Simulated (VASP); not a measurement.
**Ir: relaxation of cell and atoms with r2SCAN**

The system is Ir.

```
Ir
1.0
     0.00000    2.63500    2.63500
     2.63500    0.00000    2.63500
     2.63500    2.63500    0.00000
Ir
2
Direct
  0.00000 0.00000 0.00000
  0.25000 0.25000 0.25000
```

This isn't the form of Ir at room conditions, which is fcc.

```json
{
 "Program": "VASP 6.6.1",
 "Task": "relaxation of cell and atoms",
 "Functional": "r2SCAN",
 "Potentials or basis": "VASP PAW PBE potentials, release 64 (Ir)",
 "Cutoff": "550 eV",
 "k mesh": "15 × 15 × 15",
 "Occupations": "methfessel-paxton, width 0.1 eV",
 "Spin": "no spin polarisation",
 "Dipole correction": "no",
 "Further INCAR settings": "ALGO = Normal; EDIFF = 1e-07; IBRION = 2; EDIFFG = -0.01; NSW = 80; ISIF = 3"
}
```

```json
{
  "Relaxed volume": "21.11 Å³/atom",
  "Relaxed cell": "a = 3.909 Å, b = 3.909 Å, c = 3.909 Å, α = 60.00°, β = 60.00°, γ = 60.00°",
  "Space group after relaxing (to 0.1 Å)": "Fd-3m (No. 227)",
  "Pressure after relaxing": "0.0 GPa",
  "Band gap on the k mesh": "zero (bands 9 and 10 overlap by 1.62 eV)"
}
```

Final structure:
```cif
data_structure
_symmetry_space_group_name_H-M 'P 1'
_symmetry_Int_Tables_number 1
_cell_length_a 3.9088
_cell_length_b 3.9088
_cell_length_c 3.9088
_cell_angle_alpha 60.000
_cell_angle_beta 60.000
_cell_angle_gamma 60.000
_cell_volume 42.23
loop_
_atom_site_label
_atom_site_type_symbol
_atom_site_fract_x
_atom_site_fract_y
_atom_site_fract_z
_atom_site_occupancy
Ir1 Ir 0.00000 0.00000 0.00000 1
Ir2 Ir 0.25000 0.25000 0.25000 1
```

Levels at points of the mesh, in eV from the Fermi level:
| k point | band 6 | band 7 | band 8 | band 9 | band 10 | band 11 | band 12 | band 13 |
| --- | --- | --- | --- | --- | --- | --- | --- | --- |
| (0.00, 0.00, 0.00) | -5.03 | -1.87 | -1.87 | -1.87 | 0.77 | 0.77 | 11.58 | 11.69 |

It took 39 min on 1 thread of Intel Xeon 8259CL (shared host), peak memory 0.22 GiB.

Caveat: the volume moved by over 15 % at a fixed basis, so the end points are rough; the PAW data sets were made with another functional, which shifts forces and pressure a little; spin-orbit coupling is left out, which moves the levels of the heavy elements.
